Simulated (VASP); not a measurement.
Here is a VASP 6.6.1 calculation.

File INCAR:

```
PREC = Accurate
ENCUT = 520
EDIFF = 1E-6
ISMEAR = 0
SIGMA = 0.1
LREAL = F
LASPH = T
NELM = 80
ALGO = Normal
ISIF = 2
LWAVE = F
LCHARG = F
GGA = PE
NBANDS = 34
```

The input KPOINTS:

```
regular mesh
0
Gamma
  4 4 4
```

Contents of POSCAR:

```
ZrWO4
1.0
    0.0000000000      3.2736130000      3.2736130000
    3.2736130000      0.0000000000      3.2736130000
    3.2736130000      3.2736130000      0.0000000000
Zr W O
1 1 4
Direct
    0.0000000000      0.0000000000      0.0000000000
    0.7500000000      0.7500000000      0.7500000000
    0.8713859900      0.3762046700      0.3762046700
    0.3762046700      0.3762046700      0.3762046700
    0.3762046700      0.8713859900      0.3762046700
    0.3762046700      0.3762046700      0.8713859900
```

Potentials or basis: VASP PAW PBE potentials, release 64 (Zr_sv, W_sv, O).

The run is started by

```bash
$ cat potpaw_PBE.64/Zr_sv/POTCAR potpaw_PBE.64/W_sv/POTCAR potpaw_PBE.64/O/POTCAR > POTCAR
$ mpirun -np 1 vasp_std > vasp.out
```

**Question.** Predict the largest force.

**Answer.** 0.109 eV/Å.

**Question.** What does it give for the pressure?

**Answer.** -15.1 GPa.

Forces in eV/Å, atoms in the order of the input:
```
Zr   0.000  0.000  0.000
W    0.000  0.000  0.000
O   -0.063  0.063  0.063
O   -0.063 -0.063 -0.063
O    0.063 -0.063  0.063
O    0.063  0.063 -0.063
```

Caveat: the k points lie up to 0.42 Å⁻¹ apart.
